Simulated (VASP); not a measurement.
A run of VASP 6.6.1:

The input INCAR:

```
PREC = Accurate
ENCUT = 520
EDIFF = 1E-6
ISMEAR = 0
SIGMA = 0.05
LREAL = Auto
LASPH = True
NELM = 120
ALGO = Normal
ISIF = 2
LWAVE = False
LCHARG = True
GGA = PE
LVHAR = True
NBANDS = 154
NELECT = 252.0
GGA_COMPAT = False
KPAR = 2
NCORE = 2
```

The input KPOINTS:

```
regular mesh
0
Gamma
  2 2 2
```

File POSCAR:

```
Si16O31
1.0
  -10.0670000000      0.0000000000      0.0000000000
    0.0000000000     -8.7549000000      0.0000000000
    0.0000000000      0.0000000000      8.2118000000
Si O
16 31
Direct
    0.4479007649      0.3212828245      0.5628858472
    0.5019021556      0.6772902032      0.0413378309
    0.4943993245      0.3192436236      0.9395831608
    0.5136835204      0.6605684817      0.4378623444
    0.2623781663      0.8196381455      0.5746958036
    0.2461938015      0.1494164411      0.0637262232
    0.2973016788      0.7916624976      0.9664326944
    0.1900335750      0.1591400244      0.4392535132
    0.9521482070      0.3508002376      0.5643448452
    0.0560915864      0.6980510343      0.0433274069
    0.0211764180      0.3517293173      0.9345989917
    1.0118819907      0.6755775623      0.4228596654
    0.7629135790      0.8367569018      0.5674385640
    0.7628361975      0.1683240243      0.0623698824
    0.7715300487      0.8213274852      0.9474636499
    0.7111560544      0.1765586129      0.4398172143
    0.5000449985      0.6434277947      0.2455656494
    0.4466734876      0.2797556797      0.7541641297
    0.4823523393      0.4985541811      0.5302394116
    0.5040549320      0.4999323807     -0.0411729462
    0.5545427635      0.2107310192      0.4705280207
    0.4696295818      0.8353062856      0.9326478969
    0.3894655806      0.2390102685      0.0655293602
    0.6646393166      0.7082956973      0.4911297158
    0.1779026522      0.1691804589      0.2436292896
    0.2471455250      0.8015656375      0.7662803527
    0.2239912586     -0.0086066089      0.5087997759
    0.2558898381     -0.0280842728      0.0291038506
    0.4132772425      0.7900293550      0.5093663996
    0.1505911394      0.2388488732      0.9326573955
    0.3003638621      0.2844112440      0.4944288706
   -0.0005464389      0.7290705776      0.2370766458
   -0.0111923115      0.4038498441      0.7471995178
    0.9703961458      0.4949194166      0.4427198665
    0.0463781663      0.5018771202      0.0415626294
    0.0453125062      0.2076621092      0.5109217224
    0.9207001093      0.7521830061      0.9376250030
    0.8969238105      0.2489560132     -0.0028097372
    0.1641469157      0.6952233606      0.4867944909
    0.7477343797      0.2169667272      0.2531861468
    0.7342422767      0.8663652355      0.7575459704
    0.7410370518     -0.0019309187      0.4717142405
    0.7734051853     -0.0148488275      0.0477878175
    0.9150115228      0.7801850392      0.5377652890
    0.6379145724      0.2353750471      0.9615295063
    0.6731343995      0.7012434180      0.0324646241
    0.7988244760      0.2881060892      0.5583445773
```

Potentials or basis: VASP PAW PBE potentials, release 64 (Si, O).

The run is started by

```sh
$ cat potpaw_PBE.64/Si/POTCAR potpaw_PBE.64/O/POTCAR > POTCAR
$ mpirun -np 4 vasp_std > vasp.out
```

Hardware: 4 MPI ranks on Intel(R) Xeon(R) Platinum 8488C (Sapphire Rapids), on a shared host.

Q: Estimate the wall time of this run.

A: Wall time 10 min on 4 MPI ranks on Intel(R) Xeon(R) Platinum 8488C (Sapphire Rapids), with other jobs on the host, peak memory 0.61 GiB a rank. Counts: scf iterations 19, k points 8.
